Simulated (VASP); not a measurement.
# TiO2 (I4_1/amd) in VASP: further runs

Runs on TiO2. Level: PBE. Tasks: single point.

Program: VASP 6.6.1. These are calculated values, not measurements. Logs are shortened: lines on timing, memory, paths and dates and some standing lists are left out, and cuts for length are marked.

## Step 1: The cell of the first run

The structure is tetragonal, space group I4_1/amd (No. 141). The conventional cell has a = 3.799 Å, b = 3.799 Å, c = 9.697 Å, α = 90.00°, β = 90.00°, γ = 90.00°. Within 2.6 Å of Ti (site symmetry -4m2) lie 6 O at 1.95 to 2.00 Å. O (site symmetry 2mm) has 3 Ti at 1.95 to 2.00 Å and 2 O at 2.47 Å within 2.6 Å.

## Step 2: Single point, PBE

The input, INCAR:

```
SYSTEM = TiO2
  ALGO = Normal
  EDIFF = 1E-6
  ENCUT = 520
  GGA = PE
  ISIF = 2
  ISMEAR = 0
  LASPH = .True.
  LCHARG = .True.
  LELF = .True.
  LREAL = .False.
  LVHAR = .True.
  LWAVE = .False.
  NBANDS = 60
  NELM = 80
  PREC = Accurate
  SIGMA = 0.05
```

The input, KPOINTS:

```
k-points
0
Gamma
  7 7 3
  0 0 0
```

The input, POSCAR:

```
TiO2
1.0
   -3.7992225376      0.0000000000      0.0000000000
    0.0000000000     -3.7992225376      0.0000000000
    0.0000000000      0.0000000000      9.6968968543
Ti O
4 8
Direct
    0.0000000000      1.0000000000      0.0000000000
    0.5000000000      0.5000000000      0.5000000000
    0.5000000000      0.0000000000      0.7500000000
    0.0000000000      0.5000000000      0.2500000000
    0.0000000000      0.0000000000      0.2065067260
    0.5000000000      0.5000000000      0.7065067260
    0.5000000000      0.0000000000      0.9565067260
    0.0000000000      0.5000000000      0.4565067260
    0.5000000000      0.0000000000      0.5434932740
    0.0000000000      0.5000000000      0.0434932740
    0.0000000000      0.0000000000      0.7934932740
    0.5000000000      0.5000000000      0.2934932740
```

Potentials or basis: VASP PAW PBE potentials, release 64 (Ti_sv, O).

Started as:

```console
$ cat potpaw_PBE.64/Ti_sv/POTCAR potpaw_PBE.64/O/POTCAR > POTCAR
$ mpirun -np 1 vasp_std > vasp.out
```

OUTCAR:

```text
SYSTEM = TiO2
   EDIFF = 1E-6
   ENCUT = 520
   GGA = PE
   ISIF = 2
   ISMEAR = 0
   LASPH = .True.
   LREAL = .False.
   NELM = 80
   PREC = Accurate

 ion  position               nearest neighbor table
   1  0.000  0.000  0.000-   7 1.95  10 1.95  10 1.95   7 1.95   5 2.00  11 2.00
   2  0.500  0.500  0.500-   8 1.95   9 1.95   9 1.95   8 1.95   6 2.00  12 2.00
   3  0.500  0.000  0.750-   6 1.95  11 1.95   6 1.95  11 1.95   9 2.00   7 2.00
   4  0.000  0.500  0.250-   5 1.95  12 1.95   5 1.95  12 1.95  10 2.00   8 2.00
   5  0.000  0.000  0.207-   4 1.95   4 1.95   1 2.00
   6  0.500  0.500  0.707-   3 1.95   3 1.95   2 2.00
   7  0.500  0.000  0.957-   1 1.95   1 1.95   3 2.00
   8  0.000  0.500  0.457-   2 1.95   2 1.95   4 2.00
   9  0.500  0.000  0.543-   2 1.95   2 1.95   3 2.00
  10  0.000  0.500  0.043-   1 1.95   1 1.95   4 2.00
  11  0.000  0.000  0.793-   3 1.95   3 1.95   1 2.00
  12  0.500  0.500  0.293-   4 1.95   4 1.95   2 2.00

  LATTYP: Found a simple tetragonal cell.
 ALAT       =     3.7992225376
 C/A-ratio  =     2.5523371580

  Lattice vectors:

 A1 = (  -3.7992225376,   0.0000000000,   0.0000000000)
 A2 = (   0.0000000000,  -3.7992225376,   0.0000000000)
 A3 = (   0.0000000000,   0.0000000000,   9.6968968543)

Analysis of symmetry for initial positions (statically):
=====================================================================
 Subroutine PRICEL returns following result:

  LATTYP: Found a body centered tetragonal cell.
 ALAT       =     3.7992225376
 C/A-ratio  =     2.5523371580

  Lattice vectors:

 A1 = (   1.8996112688,  -1.8996112688,   4.8484484272)
 A2 = (  -1.8996112688,   1.8996112688,   4.8484484272)
 A3 = (  -1.8996112688,  -1.8996112688,  -4.8484484272)

   2 primitive cells build up your supercell.

 Routine SETGRP: Setting up the symmetry group for a
 simple tetragonal supercell.

 Subroutine GETGRP returns: Found 16 space group operations
 (whereof  8 operations were pure point group operations)
 out of a pool of 16 trial point group operations.

The static configuration has the point symmetry D_2d.
 The point group associated with its full space group is D_4h.

Analysis of symmetry for dynamics (positions and initial velocities):
=====================================================================
 Subroutine PRICEL returns following result:

  LATTYP: Found a body centered tetragonal cell.
[... 130 lines left out ...]
   POTIM  = 0.5000    time-step for ionic-motion
   TEBEG  =    0.0;   TEEND  =   0.0 temperature during run
   PSTRESS=    0.0 pullay stress
   NELECT =      96.0000    total number of electrons
   NUPDOWN=      -1.0000    fix difference up-down
   EMIN   =  10.00;   EMAX   =-10.00  energy-range for DOS
   EFERMI =   0.00;   METHOD = LEGACY
   ISMEAR =     0;   SIGMA  =   0.05  broadening in eV -4-tet -1-fermi 0-gaus
   EFERMI_NEDOS =   21; number of points for ismear=-14 and -15
   IALGO  =     38    algorithm
   IMIX   =      4    mixing-type and parameters
     AMIX     =   0.40;   BMIX     =  1.00
     AMIX_MAG =   1.60;   BMIX_MAG =  1.00
  volume/ion in A,a.u.               =      11.66        78.71
  Fermi-wavevector in a.u.,A,eV,Ry     =   1.443747  2.728287 28.360066  2.084406
  Thomas-Fermi vector in A             =   2.562120
   LORBIT       =      0    0 simple, 1 ext, 2 COOP (PROOUT), +10 PAW based schemes
   GGA     = PE    functional components
   LHFCALC =     F    Hartree Fock is set to
   AEXX    =    0.0000 exact exchange contribution
   IVDW    =     0    specifies the selected vdW correction
   LEPSILON=     F    determine dielectric tensor
   LRPA    =     F    only Hartree local field effects (RPA)
 non-spin polarized calculation
 Gauss-broadening in eV      SIGMA  =   0.05
  energy-cutoff  :      520.00
  volume of cell :      139.97
 maximum number of plane-waves:      3785
   NGX = 15   NGY = 15   NGZ = 37

 number of electron      95.9999977 magnetization

 Free energy of the ion-electron system (eV)
  ---------------------------------------------------
  ext. energy  EPLUGINS =         0.00000000
  ---------------------------------------------------
  free energy    TOTEN  =      -107.72962830 eV

  energy without entropy =     -107.72962830  energy(sigma->0) =     -107.72962830

 E-fermi :   3.3746     XC(G=0): -10.5934

 val. band max:        3.1536570412   @ k =   0.4286   0.4286   0.0000
 cond. band min:       5.2543023177   @ k =   0.0000   0.0000   0.0000
 fundamental gap:      2.1006452765
 Fermi energy:         3.3745658304

 k-point     1 :       0.0000    0.0000    0.0000
  band No.  band energies     occupation
      1     -53.3136      2.00000
      2     -53.2881      2.00000
      3     -53.2881      2.00000
      4     -53.2624      2.00000
      5     -29.7425      2.00000
      6     -29.5693      2.00000
[... 1249 lines left out ...]
     59       7.8326      0.00000
     60       7.8631      0.00000

------------------------ aborting loop because EDIFF is reached ----------------------------------------

  FORCE on cell =-STRESS in cart. coord.  units (eV):
  Direction    XX          YY          ZZ          XY          YZ          ZX
  --------------------------------------------------------------------------------------
  -------------------------------------------------------------------------------------
  Total        0.5930168      0.5930168      0.6659254      0.0000000      0.0000000     -0.0000000
  in kB        6.7882112      6.7882112      7.6227898      0.0000000      0.0000000     -0.0000000
  external PRESSURE =       7.0664041 kB  Pullay stress =       0.0000000 kB

 VOLUME and BASIS-vectors are now :
 -----------------------------------------------------------------------------
  energy-cutoff  :      520.00
  volume of cell :      139.97
      direct lattice vectors                 reciprocal lattice vectors
    -3.799222538  0.000000000  0.000000000    -0.263211747  0.000000000  0.000000000
     0.000000000 -3.799222538  0.000000000     0.000000000 -0.263211747  0.000000000
     0.000000000  0.000000000  9.696896854     0.000000000  0.000000000  0.103125775

 POSITION                                       TOTAL-FORCE (eV/Angst)
 -----------------------------------------------------------------------------------
      0.00000      0.00000      0.00000        -0.000000     -0.000000     -0.000000
     -1.89961     -1.89961      4.84845        -0.000000      0.000000     -0.000000
     -1.89961      0.00000      7.27267         0.000000     -0.000000     -0.000000
      0.00000     -1.89961      2.42422         0.000000      0.000000     -0.000000
      0.00000      0.00000      2.00247        -0.000000     -0.000000      0.017208
     -1.89961     -1.89961      6.85092        -0.000000     -0.000000      0.017208
     -1.89961      0.00000      9.27515         0.000000     -0.000000      0.017208
      0.00000     -1.89961      4.42670         0.000000     -0.000000      0.017208
     -1.89961      0.00000      5.27020         0.000000      0.000000     -0.017208
      0.00000     -1.89961      0.42175         0.000000      0.000000     -0.017208
      0.00000      0.00000      7.69442        -0.000000      0.000000     -0.017208
     -1.89961     -1.89961      2.84597        -0.000000      0.000000     -0.017208
 -----------------------------------------------------------------------------------
    total drift:                               -0.000000     -0.000000      0.000000

  FREE ENERGIE OF THE ION-ELECTRON SYSTEM (eV)
  ---------------------------------------------------
  free  energy   TOTEN  =      -107.7296282975 eV

  energy  without entropy=     -107.7296282975  energy(sigma->0) =     -107.72962830
```

It took 2.2 min on 1 thread of AMD EPYC 9R45 (Zen 5), shared host; peak memory 0.26 GiB.

Results:

```yaml
Free_energy: -107.7296 eV
Pressure: 0.7 GPa
Largest_force: 0.017 eV/Å
Band_gap_on_the_k_mesh: 2.10 eV
```

Forces in eV/Å, atoms in the order of the input:
```
Ti   0.000  0.000  0.000
Ti   0.000  0.000  0.000
Ti   0.000  0.000  0.000
Ti   0.000  0.000  0.000
O    0.000  0.000  0.017
O    0.000  0.000  0.017
O    0.000  0.000  0.017
O    0.000  0.000  0.017
O    0.000  0.000 -0.017
O    0.000  0.000 -0.017
O    0.000  0.000 -0.017
O    0.000  0.000 -0.017
```

A k mesh can miss the band edges. As with any semilocal functional, this PBE gap is likely too small.

## Step 3: Single point, PBE

This run uses another cell than the first one: it holds 6 atoms, not 12.

The input, INCAR:

```
SYSTEM = TiO2
ALGO = Normal
EDIFF = 1E-7
ENCUT = 520
GGA = PE
ISIF = 2
ISMEAR = 0
LASPH = .True.
LCHARG = .False.
LREAL = .False.
LWAVE = .False.
NBANDS = 33
NELM = 80
PREC = Accurate
SIGMA = 0.02
```

The input, KPOINTS:

```
k-points
0
Gamma
  10 10 10
  0 0 0
```

The input, POSCAR:

```
TiO2
1.0
   -1.8996112688      1.8996112688      4.8484484272
    1.8996112688     -1.8996112688      4.8484484272
    1.8996112688      1.8996112688     -4.8484484272
Ti O
2 4
Direct
    0.0000000000      0.0000000000      0.0000000000
    0.7500000000      0.2500000000      0.5000000000
    0.2065067260      0.2065067260      0.0000000000
    0.9565067260      0.4565067260      0.5000000000
    0.5434932740      0.0434932740      0.5000000000
    0.7934932740      0.7934932740      0.0000000000
```

Potentials or basis: VASP PAW PBE potentials, release 64 (Ti_sv, O).

Started as:

```console
$ cat potpaw_PBE.64/Ti_sv/POTCAR potpaw_PBE.64/O/POTCAR > POTCAR
$ mpirun -np 1 vasp_std > vasp.out
```

Run time: 5.2 min. Hardware: 1 thread of AMD EPYC 9R45 (Zen 5), shared host; peak memory 0.34 GiB.

It converged, with:

* Free energy: -53.8647 eV
* Pressure: 0.7 GPa
* Largest force: 0.017 eV/Å
* Band gap on the k mesh: 2.11 eV, indirect (least direct gap 2.41 eV)

Forces in eV/Å, atoms in the order of the input:
```
Ti   0.000  0.000  0.000
Ti   0.000  0.000  0.000
O    0.000  0.000  0.017
O    0.000  0.000  0.017
O    0.000  0.000 -0.017
O    0.000  0.000 -0.017
```

Stress tensor (GPa, compression positive):
```
0.66 0.00 0.00
0.00 0.66 0.00
0.00 0.00 0.74
```

Levels at points of the mesh, in eV from the valence-band top:
```csv
k point,band 21,band 22,band 23,band 24,band 25,band 26,band 27,band 28
"(0.00, 0.00, 0.00)",-0.79,-0.78,-0.41,-0.41,2.11,2.78,3.97,3.97
"(0.50, 0.00, 0.00)",-1.88,-0.87,-0.84,-0.63,3.19,3.46,3.51,3.53
"(0.50, 0.50, 0.00)",-1.97,-1.97,-0.04,-0.04,3.22,3.22,3.69,3.69
"(0.50, 0.50, 0.50)",-1.23,-1.23,-0.09,-0.09,2.43,2.43,3.70,3.70
```

A k mesh can miss the band edges. A hybrid or GW would open this gap; PBE tends to underestimate it.
